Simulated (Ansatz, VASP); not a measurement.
**Two plane-wave programs on InP**

```xyz
14
Lattice="5.8610 0.0000 0.0000 0.0000 4.1444 0.0000 0.0000 0.0000 28.4331" Properties=species:S:1:pos:R:3 pbc="T T T"
In    3.2610    2.0722    8.4171
In   -0.1010    0.0000    9.9601
In    2.8524    2.0722   12.1601
In   -0.0992    0.0000   14.2165
In    2.8524    2.0722   16.2730
In   -0.1010    0.0000   18.4729
In    3.2611    2.0722   20.0159
P     4.4950    0.0000    7.7338
P     1.3711    2.0722   10.0723
P     4.3344    0.0000   12.1066
P     1.3739    2.0722   14.2165
P     4.3344    0.0000   16.3265
P     1.3712    2.0722   18.3608
P     4.4951    0.0000   20.6993
```

Alike in both runs: functional PBEsol; k mesh 4 × 6 × 1; occupations gaussian, width 0.05 eV; no spin polarisation.

Ansatz relaxed the structure, and its values are those at the end. VASP's run is a single point on that final structure, the one shown.

```csv
,VASP,Ansatz
version,VASP 6.6.1,Ansatz 0.2.0
potentials or method,"VASP PAW PBE potentials, release 64 (In_d, P), cutoff 520 eV","plane-wave PAW, scalar-relativistic"
valence electrons in the cell,126,126
```

|  | VASP | Ansatz | Ansatz less VASP |
| --- | --- | --- | --- |
| gap on the k mesh at the Fermi level (eV) | 1.00 | 1.00 | -0.003 |
| rms of the force components (eV/Å) | 0.004 | 0.002 | -0.0015 |

VASP's potentials were made for PBE, not for PBEsol, and Ansatz warns of the same on its side.
